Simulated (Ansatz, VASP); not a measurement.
## One calculation of TaN, two programs

INCAR

```
PREC = Accurate ; ENCUT = 520
EDIFF = 1E-6 ; ISMEAR = 0
SIGMA = 0.05 ; LREAL = False
LASPH = True ; NELM = 150
ALGO = Normal ; ISIF = 2
LWAVE = False ; LCHARG = False
ISPIN = 2 ; MAGMOM = 0 0 0 0
LORBIT = 11 ; LMAXMIX = 4
GGA = PE ; NBANDS = 28
```

Contents of KPOINTS:

```
Automatic mesh
0
Gamma
  7 7 4
```

The input POSCAR:

```
TaN
1.0
    2.9380011100      0.0000000000      0.0000000000
   -1.4690005500      2.5443836000      0.0000000000
    0.0000000000      0.0000000000      5.7660044200
Ta N
2 2
Direct
    0.3333333333      0.6666666667      0.2500000000
    0.3333333333      0.6666666667      0.7500000000
    0.0000000000      0.0000000000      0.0000000000
    0.0000000000      0.0000000000      0.5000000000
```

Input for Ansatz:

```yaml
crystal:
  lattice:
    - [2.93800111, 0.0, 0.0]
    - [-1.46900055, 2.5443836, 0.0]
    - [0.0, 0.0, 5.76600442]
  atoms:
    - { symbol: Ta, position: [0.3333333333, 0.6666666667, 0.25], spin: 0.3 }
    - { symbol: "N", position: [0.0, 0.0, 0.0] }
    - { symbol: Ta, position: [0.3333333333, 0.6666666667, 0.75], spin: -0.3 }
    - { symbol: "N", position: [0.0, 0.0, 0.5] }
basis:
  ecutwfc: 420
  ecutrho_ratio: 4
kpoints:
  mp_grid: { grid: [7, 7, 4] }
hamiltonian:
  xc: pbe
  hubbard:
    sites:
      - { site: 0, l: d, u_eff: 0.0, starting_ns: [{ spin: up, occupation_matrix: s0up }, { spin: down, occupation_matrix: s0down }] }
      - { site: 2, l: d, u_eff: 0.0, starting_ns: [{ spin: up, occupation_matrix: s2up }, { spin: down, occupation_matrix: s2down }] }
    occupation_matrices:
      s0up:
        matrix:
          - [0.02, 0.0, 0.0, 0.0, 0.0]
          - [0.0, 0.97, 0.0, 0.0, 0.0]
          - [0.0, 0.0, 0.02, 0.0, 0.0]
          - [0.0, 0.0, 0.0, 0.02, 0.0]
          - [0.0, 0.0, 0.0, 0.0, 0.02]
      s0down:
        matrix:
          - [0.02, 0.0, 0.0, 0.0, 0.0]
          - [0.0, 0.02, 0.0, 0.0, 0.0]
          - [0.0, 0.0, 0.97, 0.0, 0.0]
          - [0.0, 0.0, 0.0, 0.02, 0.0]
          - [0.0, 0.0, 0.0, 0.0, 0.02]
      s2up:
        matrix:
          - [0.02, 0.0, 0.0, 0.0, 0.0]
          - [0.0, 0.97, 0.0, 0.0, 0.0]
          - [0.0, 0.0, 0.02, 0.0, 0.0]
          - [0.0, 0.0, 0.0, 0.02, 0.0]
          - [0.0, 0.0, 0.0, 0.0, 0.02]
      s2down:
        matrix:
          - [0.02, 0.0, 0.0, 0.0, 0.0]
          - [0.0, 0.97, 0.0, 0.0, 0.0]
          - [0.0, 0.0, 0.02, 0.0, 0.0]
          - [0.0, 0.0, 0.0, 0.02, 0.0]
          - [0.0, 0.0, 0.0, 0.0, 0.02]
    ns_hold: { iters: 5 }
scf:
  occupations: { method: gaussian, width: 0.05 }
  lower_state_search: "off"
  max_iter: 150
output:
  forces: true
  stress: true
  eigenvalues: true
  populations: true
  hubbard: { sites: [{ site: 0, l: d }, { site: 2, l: d }] }
magnetization:
  spin_polarized: true
```

Alike in both runs: task single point; functional PBE; k mesh 7 × 7 × 4; occupations gaussian, width 0.05 eV; collinear spin.

|  | VASP | Ansatz |
| --- | --- | --- |
| version | VASP 6.6.1 | Ansatz 0.2.0 |
| potentials or method | VASP PAW PBE potentials, release 64 (Ta_pv, N), cutoff 520 eV | scalar-relativistic, plane waves, PAW |
| valence electrons in the cell | 32 | 36 |

```csv
,VASP,Ansatz,Ansatz less VASP
gap on the k mesh at the Fermi level (eV),none,none,-
pressure (GPa),5.4,4.7,-0.67
net moment per atom (μB),0.00,0.00,0.000
```

A gap of «none» marks a metal or a gap that the smearing closes. The functional is the same, so the differences come from potentials, cutoffs and numerics. VASP's potentials hold 32 valence electrons a cell and Ansatz's 36, so a difference there can come from the potentials and not from the codes. Ansatz's warnings: seeded moment not kept, specified occupation not kept, symmetry narrowed by occupation matrices.

Spin-orbit coupling is off throughout.
